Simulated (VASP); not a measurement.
Wanted: the native input for a VASP 6.6.1 run.

```yaml
Task: relaxation of the atoms
Functional: PBE
Potentials_or_basis: VASP PAW PBE potentials, release 64 (Al, N)
Cutoff: 520 eV
k_mesh: 1 × 1 × 1
Occupations: gaussian, width 0.01 eV
Spin: collinear spin
Dipole_correction: no
Further_INCAR_settings: LREAL = Auto; ALGO = Normal; EDIFF = 1e-07; IBRION = 2; EDIFFG = -0.025; NSW = 65
```

The structure of Al24N25 (a cell with a defect) lies in POSCAR:

```
Al24N25
1.0
    3.1302084199     -5.4216800216      5.0180433219
    3.1302084199      5.4216800216      5.0180433219
   -6.2604168399      0.0000000000      5.0180433219
Al N
24 25
Direct
    0.6664114086      0.3330780753      0.4997447420
    0.9997447420      0.6664114086      0.8330780753
    0.3330780753      0.4997447420      0.6664114086
    0.8330780753      0.4997447420      0.1664114086
    0.1664114086      0.3330780753      0.9997447420
    0.4997447420      0.6664114086      0.3330780753
    0.8330780753      0.9997447420      0.6664114086
    0.1664114086      0.8330780753      0.4997447420
    0.4997447420      0.1664114086      0.8330780753
    0.6664114086      0.8330780753      0.9997447420
    0.9997447420      0.1664114086      0.3330780753
    0.3330780753      0.9997447420      0.1664114086
    0.6664114086      0.4997447420      0.8330780753
    0.9997447420      0.8330780753      0.1664114086
    0.3330780753      0.6664114086      0.9997447420
    0.8330780753      0.6664114086      0.4997447420
    0.1664114086      0.4997447420      0.3330780753
    0.4997447420      0.8330780753      0.6664114086
    0.8330780753      0.1664114086      0.9997447420
    0.1664114086      0.9997447420      0.8330780753
    0.4997447420      0.3330780753      0.1664114086
    0.6664114086      0.9997447420      0.3330780753
    0.9997447420      0.3330780753      0.6664114086
    0.3330780753      0.1664114086      0.4997447420
    0.7935885914      0.4602552580      0.6269219247
    0.1269219247      0.7935885914      0.9602552580
    0.4602552580      0.6269219247      0.7935885914
    0.9602552580      0.6269219247      0.2935885914
    0.2935885914      0.4602552580      0.1269219247
    0.6269219247      0.7935885914      0.4602552580
    0.9602552580      0.1269219247      0.7935885914
    0.2935885914      0.9602552580      0.6269219247
    0.6269219247      0.2935885914      0.9602552580
    0.7935885914      0.9602552580      0.1269219247
    0.1269219247      0.2935885914      0.4602552580
    0.4602552580      0.1269219247      0.2935885914
    0.4602552580      0.2935885914      0.6269219247
    0.7935885914      0.6269219247      0.9602552580
    0.1269219247      0.4602552580      0.7935885914
    0.6269219247      0.4602552580      0.2935885914
    0.9602552580      0.2935885914      0.1269219247
    0.2935885914      0.6269219247      0.4602552580
    0.6269219247      0.9602552580      0.7935885914
    0.9602552580      0.7935885914      0.6269219247
    0.2935885914      0.1269219247      0.9602552580
    0.4602552580      0.7935885914      0.1269219247
    0.7935885914      0.1269219247      0.4602552580
    0.1269219247      0.9602552580      0.2935885914
    0.0694444444      0.0694444444      0.0694444444
```

This cell differs from its parent crystal: with an interstitial atom.

One way to write it, as run:

INCAR

```
SYSTEM = Al24N25
ALGO     = Normal         ! electronic algorithm
EDIFF    = 1E-7           ! SCF threshold, eV
EDIFFG   = -0.025         ! ionic threshold
ENCUT    = 520            ! plane-wave cutoff, eV
GGA      = PE             ! functional
GGA_COMPAT= .FALSE.      
IBRION   = 2              ! ionic algorithm
ISIF     = 2              ! what is computed and relaxed
ISMEAR   = 0              ! smearing method
ISPIN    = 2              ! spin polarisation
LASPH    = .TRUE.         ! aspherical terms in the spheres
LCHARG   = .FALSE.        ! write CHGCAR
LORBIT   = 11             ! projections on sites
LREAL    = Auto         
LWAVE    = .FALSE.        ! write WAVECAR
MAGMOM   = 0 0 0 0 0.1 0 0 0 0 0 0.1 0.1 0 0.1 0 0 0 0 0.1 0.1 0 0 0 0 0 0 0 0 0 0 0 0 0 0 0 0 0 0 0 0 0.1 0 0 0 0.1 0 0 0.1 0.1 ! initial moments
NCORE    = 4            
NELM     = 200            ! most SCF steps
NELMIN   = 4            
NSW      = 65             ! ionic steps
PREC     = Accurate       ! precision mode
SIGMA    = 0.01           ! smearing width, eV
```

KPOINTS

```
k-points
0
G
  1 1 1
  0 0 0
```

Potentials or basis: VASP PAW PBE potentials, release 64 (Al, N).

Command:

```bash
$ cat potpaw_PBE.64/Al/POTCAR potpaw_PBE.64/N/POTCAR > POTCAR
$ mpirun -np 4 vasp_gam > vasp.out
```

Results of the run:

```yaml
Energy_gained_by_relaxing: 20.7 meV/atom
Ionic_steps: 14
Pressure_after_relaxing: 2.4 GPa
Largest_force_after_relaxing: 0.019 eV/Å
Band_gap_on_the_k_mesh: 1.38 eV
Net_moment: 3.00 μB per cell
Site_moments: Al +0.00, +0.02, -0.00 (each value once); N +0.00, +0.11, +0.01, +0.18, +1.23 (each value once) μB
Valence_electrons_inside_the_program's_atomic_spheres: Al 0.80, 0.81, 0.78, 0.77, 0.79 (each value once); N 3.85, 3.83, 3.86, 3.81, 3.64 (each value once)
```

Caveat: the k points lie up to 0.79 Å⁻¹ apart; the cell differs from its parent crystal (with an interstitial atom).

It took 7.1 min on 4 MPI ranks on Intel(R) Xeon(R) Platinum 8488C (Sapphire Rapids), with other jobs on the host, peak memory 0.26 GiB a rank.
